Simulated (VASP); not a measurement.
# CS3 (Pm) in VASP: single point with PBE+D3(BJ)

Aim: the single point of CS3 with PBE+D3(BJ).

All numbers are computed with VASP 6.6.1; they aren't measurements. Logs are shortened: lines on timing, memory, paths and dates and some standing lists are left out, and cuts for length are marked.

**1. The cell of the first run**

Symmetry: Pm, No. 6, monoclinic system. The conventional cell has a = 3.467 Å, b = 5.439 Å, c = 8.008 Å, α = 90.00°, β = 97.47°, γ = 90.00°. Within 2.2 Å of C (site symmetry 1) lie 3 S at 1.67 to 1.75 Å. Within 2.2 Å of S (site symmetry 1) lie 1 C at 1.67 Å. Within 2.6 Å of S (site symmetry 1) lie 1 S at 1.95 Å. S (site symmetry m) has 2 C at 1.73 Å within 2.3 Å. S (site symmetry m) has 2 C at 1.75 Å within 2.3 Å.

**2. Single point, PBE+D3(BJ)**

The input, INCAR:

```
SYSTEM = CS3
  PREC = Accurate
  ENCUT = 910
  EDIFF = 1E-6
  ISMEAR = 0
  SIGMA = 0.1
  LREAL = .FALSE.
  LASPH = .TRUE.
  NELM = 120
  ALGO = Normal
  ISIF = 2
  LWAVE = .FALSE.
  LCHARG = .TRUE.
  GGA = PE
  IVDW = 12
  LELF = .TRUE.
  LVHAR = .TRUE.
  NBANDS = 32
  GGA_COMPAT = .FALSE.
```

The input, KPOINTS:

```
Automatic mesh
0
G
  6 4 2
  0 0 0
```

The input, POSCAR:

```
CS3
1.0
    3.4670096472      0.0000000000      0.0000000000
    0.0000000000      5.4386257403      0.0000000000
   -1.0409915404      0.0000000000      7.9396028351
C S
2 6
Direct
    0.2644929506      0.2511130508      0.9752790057
    0.2644929506      0.7488869492      0.9752790057
    0.2013600309      0.7486005405      0.1781104796
    0.2013600309      0.2513994595      0.1781104796
    0.7260719241      0.6790949204      0.4968205769
    0.7260719241      0.3209050796      0.4968205769
    0.4011163706      0.5000000000      0.8610263606
    0.2110817211      0.0000000000      0.8384882086
```

Potentials or basis: VASP PAW PBE potentials, release 64 (C_h, S).

The run is started by

```sh
> cat potpaw_PBE.64/C_h/POTCAR potpaw_PBE.64/S/POTCAR > POTCAR
> mpirun -np 1 vasp_std > vasp.out
```

OUTCAR:

```text
SYSTEM = CS3
   PREC = Accurate
   ENCUT = 910
   EDIFF = 1E-6
   ISMEAR = 0
   LREAL = .FALSE.
   LASPH = .TRUE.
   NELM = 120
   ISIF = 2
   GGA = PE
   IVDW = 12
 IVDW          = 12

 ion  position               nearest neighbor table
   1  0.264  0.251  0.975-   4 1.67   7 1.73   8 1.75
   2  0.264  0.749  0.975-   3 1.67   7 1.73   8 1.75
   3  0.201  0.749  0.178-   2 1.67   4 2.70   4 2.73
   4  0.201  0.251  0.178-   1 1.67   3 2.70   3 2.73
   5  0.726  0.679  0.497-   6 1.95
   6  0.726  0.321  0.497-   5 1.95
   7  0.401  0.500  0.861-   1 1.73   2 1.73
   8  0.211  0.000  0.838-   1 1.75   2 1.75

  LATTYP: Found a simple monoclinic cell.
 ALAT       =     3.4670096472
 B/A-ratio  =     1.5686791482
 C/A-ratio  =     2.3096434771
 COS(beta)  =    -0.1300011529

  Lattice vectors:

 A1 = (   3.4670096472,   0.0000000000,   0.0000000000)
 A2 = (   0.0000000000,   5.4386257403,   0.0000000000)
 A3 = (  -1.0409915404,   0.0000000000,   7.9396028351)

Analysis of symmetry for initial positions (statically):
=====================================================================
 Subroutine PRICEL returns:
 Original cell was already a primitive cell.

 Routine SETGRP: Setting up the symmetry group for a
 simple monoclinic supercell.

 Subroutine GETGRP returns: Found  2 space group operations
 (whereof  2 operations were pure point group operations)
 out of a pool of  4 trial point group operations.

The static configuration has the point symmetry C_1h.

Analysis of symmetry for dynamics (positions and initial velocities):
=====================================================================
 Subroutine PRICEL returns:
 Original cell was already a primitive cell.

 Routine SETGRP: Setting up the symmetry group for a
 simple monoclinic supercell.

 Subroutine GETGRP returns: Found  2 space group operations
 (whereof  2 operations were pure point group operations)
 out of a pool of  4 trial point group operations.

The dynamic configuration has the point symmetry C_1h.

 Subroutine INISYM returns: Found  2 space group operations
 (whereof  2 operations are pure point group operations),
 and found     1 'primitive' translations

[... 105 lines left out ...]
   EDIFF  = 0.1E-05   stopping-criterion for ELM
   LREAL  =      F    real-space projection
   EDIFFG = 0.1E-04   stopping-criterion for IOM
   NSW    =      0    number of steps for IOM
   IBRION =     -1    ionic relax: 0-MD 1-quasi-New 2-CG
   NFREE  =      0    steps in history (QN), initial steepest desc. (CG)
   ISIF   =      2    stress and relaxation
   ISYM   =      2    0-nonsym 1-usesym 2-fastsym
   POTIM  = 0.5000    time-step for ionic-motion
   TEBEG  =    0.0;   TEEND  =   0.0 temperature during run
   PSTRESS=    0.0 pullay stress
   NELECT =      44.0000    total number of electrons
   NUPDOWN=      -1.0000    fix difference up-down
   EMIN   =  10.00;   EMAX   =-10.00  energy-range for DOS
   EFERMI =   0.00;   METHOD = LEGACY
   ISMEAR =     0;   SIGMA  =   0.10  broadening in eV -4-tet -1-fermi 0-gaus
   EFERMI_NEDOS =   21; number of points for ismear=-14 and -15
   IALGO  =     38    algorithm
   IMIX   =      4    mixing-type and parameters
     AMIX     =   0.40;   BMIX     =  1.00
     AMIX_MAG =   1.60;   BMIX_MAG =  1.00
  volume/ion in A,a.u.               =      18.71       126.28
  Fermi-wavevector in a.u.,A,eV,Ry     =   1.088457  2.056886 16.119356  1.184739
  Thomas-Fermi vector in A             =   2.224639
   LORBIT       =      0    0 simple, 1 ext, 2 COOP (PROOUT), +10 PAW based schemes
   GGA     = PE    functional components
   LHFCALC =     F    Hartree Fock is set to
   AEXX    =    0.0000 exact exchange contribution
   IVDW    =    12    specifies the selected vdW correction
   LEPSILON=     F    determine dielectric tensor
   LRPA    =     F    only Hartree local field effects (RPA)
 non-spin polarized calculation
 Gauss-broadening in eV      SIGMA  =   0.10
  energy-cutoff  :      910.00
  volume of cell :      149.71
 maximum number of plane-waves:      9382
 NGX is ok and might be reduce to    36
   NGX = 17   NGY = 27   NGZ = 39

 number of electron      43.9999999 magnetization

 Free energy of the ion-electron system (eV)
  ---------------------------------------------------
  ext. energy  EPLUGINS =         0.00000000
  ---------------------------------------------------
  free energy    TOTEN  =       -39.47594928 eV

  energy without entropy =      -39.45546448  energy(sigma->0) =      -39.46570688

 E-fermi :   4.5717     XC(G=0):  -9.2947

 val. band max:        4.5627440582   @ k =   0.0000   0.2500   0.0000
 cond. band min:       4.5774986132   @ k =   0.5000   0.2500   0.5000
 fundamental gap:      0.0147545550
 Fermi energy:         4.5717370521

 k-point     1 :       0.0000    0.0000    0.0000
  band No.  band energies     occupation
      1     -14.5241      2.00000
      2     -11.1673      2.00000
      3     -11.0876      2.00000
      4     -10.7484      2.00000
      5     -10.5293      2.00000
      6      -7.6079      2.00000
[... 829 lines left out ...]
     31       9.8959      0.00000
     32      10.5382      0.00000

------------------------ aborting loop because EDIFF is reached ----------------------------------------

 Edisp (eV)   -1.99100

 E8    (eV) :    -0.6987

  FORCE on cell =-STRESS in cart. coord.  units (eV):
  Direction    XX          YY          ZZ          XY          YZ          ZX
  --------------------------------------------------------------------------------------
  -------------------------------------------------------------------------------------
  Total      -0.00085    -1.28247    -0.91401     0.00000     0.00000     0.27042
  in kB      -0.00909   -13.72512    -9.78176     0.00000     0.00000     2.89407
  external pressure =       -7.84 kB  Pullay stress =        0.00 kB

 VOLUME and BASIS-vectors are now :
 -----------------------------------------------------------------------------
  energy-cutoff  :      910.00
  volume of cell :      149.71
      direct lattice vectors                 reciprocal lattice vectors
     3.467009647  0.000000000  0.000000000     0.288433002  0.000000000  0.037817548
     0.000000000  5.438625740  0.000000000     0.000000000  0.183869979  0.000000000
    -1.040991540  0.000000000  7.939602835     0.000000000  0.000000000  0.125950885

 POSITION                                       TOTAL-FORCE (eV/Angst)
 -----------------------------------------------------------------------------------
     -0.09826      1.36571      7.74333        -0.026649      0.015678      0.074832
     -0.09826      4.07292      7.74333        -0.026649     -0.015678      0.074832
      0.51271      4.07136      1.41413         0.038617     -0.027902     -0.213381
      0.51271      1.36727      1.41413         0.038617      0.027902     -0.213381
      2.00011      3.69334      3.94456         0.013370     -0.393112     -0.002397
      2.00011      1.74528      3.94456         0.013370      0.393112     -0.002397
      0.49435      2.71931      6.83621        -0.055041      0.000000      0.130867
     -0.14104      0.00000      6.65726         0.004365      0.000000      0.151026
 -----------------------------------------------------------------------------------
    total drift:                                0.000061      0.000000     -0.000043

  FREE ENERGIE OF THE ION-ELECTRON SYSTEM (eV)
  ---------------------------------------------------
  free  energy   TOTEN  =       -41.4669527110 eV

  energy  without entropy=      -41.4464679092  energy(sigma->0) =      -41.45671031
```

OSZICAR:

```text
N       E                     dE             d eps       ncg     rms          rms(c)
DAV:   1     0.301889099898E+03    0.30189E+03   -0.26658E+04  1536   0.186E+03
DAV:   2    -0.126109830412E+02   -0.31450E+03   -0.30357E+03  1936   0.265E+02
DAV:   3    -0.400817597959E+02   -0.27471E+02   -0.26959E+02  1960   0.827E+01
DAV:   4    -0.408581888671E+02   -0.77643E+00   -0.77179E+00  2024   0.149E+01
DAV:   5    -0.408789462121E+02   -0.20757E-01   -0.20742E-01  2032   0.247E+00    0.328E+01
DAV:   6    -0.395306339924E+02    0.13483E+01   -0.35582E+00  2176   0.973E+00    0.160E+01
DAV:   7    -0.395187165542E+02    0.11917E-01   -0.17970E+00  1912   0.590E+00    0.715E+00
DAV:   8    -0.395037710904E+02    0.14945E-01   -0.89363E-01  1936   0.305E+00    0.220E+00
DAV:   9    -0.394777059712E+02    0.26065E-01   -0.20698E-01  1992   0.145E+00    0.728E-01
DAV:  10    -0.394761663380E+02    0.15396E-02   -0.13545E-02  1880   0.498E-01    0.596E-01
DAV:  11    -0.394760865471E+02    0.79791E-04   -0.42294E-03  1928   0.306E-01    0.105E-01
DAV:  12    -0.394759325943E+02    0.15395E-03   -0.11422E-03  2008   0.140E-01    0.591E-02
DAV:  13    -0.394759426612E+02   -0.10067E-04   -0.12568E-04  1872   0.541E-02    0.482E-02
DAV:  14    -0.394759474084E+02   -0.47472E-05   -0.16478E-05  2048   0.214E-02    0.173E-02
DAV:  15    -0.394759494892E+02   -0.20808E-05   -0.43991E-06  1800   0.110E-02    0.659E-03
DAV:  16    -0.394759492806E+02    0.20865E-06   -0.27377E-07  1136   0.301E-03
   1 F= -.41466953E+02 E0= -.41456710E+02  d E =-.204848E-01
```

Wall time 2.2 min (1 thread of Intel Xeon 6975P-C (Granite Rapids), shared host); peak memory 0.5 GiB.

Results:

```
Free energy                : -41.4670 eV
Pressure                   : -0.8 GPa
Largest force              : 0.393 eV/Å
Band gap on the k mesh     : zero (bands 22 and 23 overlap by 1.24 eV)
Dispersion energy per atom : -0.249 eV
```

Forces in eV/Å, atoms in the order of the input:
```
C   -0.027  0.016  0.075
C   -0.027 -0.016  0.075
S    0.039 -0.028 -0.213
S    0.039  0.028 -0.213
S    0.013 -0.393 -0.002
S    0.013  0.393 -0.002
S   -0.055  0.000  0.131
S    0.004  0.000  0.151
```

Stress tensor (GPa, compression positive):
```
 0.00  0.00  0.29
 0.00 -1.37  0.00
 0.29  0.00 -0.98
```

Caveat: the k points lie up to 0.40 Å⁻¹ apart, too coarse for converged energies and pressures of a metal.
